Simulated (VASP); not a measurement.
Rh: single point with LDA

Rh:

```
CELL_PARAMETERS angstrom
-2.62454 3.01814 1.28416
3.01814 -2.62454 1.28416
1.83674 1.83674 -0.56327
ATOMIC_POSITIONS crystal
Rh 0.01013 0.98987 0.00000
Rh 0.73987 0.26013 0.50000
```

```yaml
Program: VASP 6.6.1
Task: single point
Functional: LDA
Potentials_or_basis: VASP PAW LDA potentials, release 64 (Rh_pv)
Cutoff: 520 eV
k_mesh: 21 × 21 × 19
Occupations: fermi-dirac, width 0.1 eV
Spin: no spin polarisation
Dipole_correction: no
Further_INCAR_settings: ALGO = Normal; EDIFF = 1e-06; NBANDS = 22
```

```json
{
 "Pressure": "0.7 GPa",
 "Largest force": "0.019 eV/Å",
 "Band gap on the k mesh": "zero (bands 15 and 16 overlap by 2.33 eV)"
}
```

Forces in eV/Å, atoms in the order of the input:
```
Rh   0.014 -0.014  0.000
Rh  -0.014  0.014  0.000
```

Stress tensor (GPa, compression positive):
```
 0.66 -0.72  0.12
-0.72  0.66  0.12
 0.12  0.12  0.68
```

Levels at points of the mesh, in eV from the Fermi level:
| k point | band 13 | band 14 | band 15 | band 16 | band 17 | band 18 |
| --- | --- | --- | --- | --- | --- | --- |
| (0.00, 0.00, 0.00) | -1.71 | -0.85 | -0.33 | 0.24 | 1.33 | 2.58 |

It took 13 min on 1 thread of AMD EPYC 9755 128-Core Processor (shared host), peak memory 0.96 GiB.
